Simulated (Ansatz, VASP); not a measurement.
**ZnCd3SO: VASP beside Ansatz**

File INCAR:

```
SYSTEM = ZnCd3SO
ALGO     = Normal         ! electronic algorithm
EDIFF    = 1E-7           ! SCF threshold, eV
EDIFFG   = -0.04          ! ionic threshold
ENCUT    = 600            ! plane-wave cutoff, eV
GGA      = PE             ! functional
IBRION   = 2              ! ionic algorithm
ISIF     = 3              ! what is computed and relaxed
ISMEAR   = 0              ! smearing method
ISPIN    = 2              ! spin polarisation
LASPH    = .True.         ! aspherical terms in the spheres
LCHARG   = .False.        ! write CHGCAR
LORBIT   = 11             ! projections on sites
LREAL    = .False.        ! projectors in reciprocal space
LWAVE    = .False.        ! write WAVECAR
MAGMOM   = 0 0 0 0 0 1    ! initial moments
NELM     = 150            ! most SCF steps
NSW      = 90             ! ionic steps
PREC     = Accurate       ! precision mode
SIGMA    = 0.1            ! smearing width, eV
```

Contents of KPOINTS:

```
k-points
0
Gamma
  4 4 4
  0 0 0
```

The input POSCAR:

```
ZnCd3SO
1.0
    4.9019509800      0.0000000000      0.0000000000
    0.0000000000      4.9019509800      0.0000000000
    0.0000000000      0.0000000000      4.9680921400
Zn Cd S O
1 3 1 1
Direct
    0.5000000000      0.5000000000      0.0000000000
    0.5000000000      0.0000000000      0.0000000000
    0.0000000000      0.5000000000      0.0000000000
    0.0000000000      0.0000000000      0.0000000000
    0.5000000000      0.5000000000      0.5000000000
    0.0000000000      0.0000000000      0.5000000000
```

Input for Ansatz:

```yaml
crystal:
  lattice:
    - [4.90195098, 0.0, 0.0]
    - [0.0, 4.90195098, 0.0]
    - [0.0, 0.0, 4.96809214]
  atoms:
    - { symbol: Zn, position: [0.5, 0.5, 0.0] }
    - { symbol: Cd, position: [0.5, 0.0, 0.0] }
    - { symbol: Cd, position: [0.0, 0.5, 0.0] }
    - { symbol: Cd, position: [0.0, 0.0, 0.0] }
    - { symbol: S, position: [0.5, 0.5, 0.5] }
    - { symbol: O, position: [0.0, 0.0, 0.5], spin: 1.0 }
basis:
  ecutwfc: 420
kpoints:
  mp_grid: { grid: [4, 4, 4] }
hamiltonian:
  xc: pbe
scf:
  occupations: { method: gaussian, width: 0.1 }
  lower_state_search: "off"
output:
  forces: true
  stress: true
  eigenvalues: true
  populations: true
magnetization:
  spin_polarized: true
relax:
  adjacent_minimum: "off"
  f_tol: 0.04
  max_steps: 70
  cell: { stress_tol: 0.4 }
```

Alike in both runs: task relaxation of cell and atoms; functional PBE; k mesh 4 × 4 × 4; occupations gaussian, width 0.1 eV; collinear spin.

|  | VASP | Ansatz |
| --- | --- | --- |
| version | VASP 6.6.1 | Ansatz 0.2.0 |
| potentials or method | VASP PAW PBE potentials, release 64 (Zn, Cd, S, O), cutoff 600 eV | scalar-relativistic, plane waves, PAW |
| valence electrons in the cell | 60 | 84 |

```csv
,VASP,Ansatz,Ansatz less VASP
"gap on the k mesh at the Fermi level, each at its own relaxed structure (eV)",none,none,-
net moment per atom (μB),0.00,0.00,0.000
relaxed volume (Å³/atom),25.32,26.03,+0.710
relaxed length of the cell vector where the two differ most in proportion (Å),5.980,6.084,+0.1045
```

A gap of «none» marks a metal or a gap that the smearing closes. VASP's potentials hold 60 valence electrons a cell and Ansatz's 84, so a difference there can come from the potentials and not from the codes. Ansatz's warnings: seeded moment not kept.

Noted on VASP's run: the volume moved by over 15 % at a fixed basis, so the end points are rough.
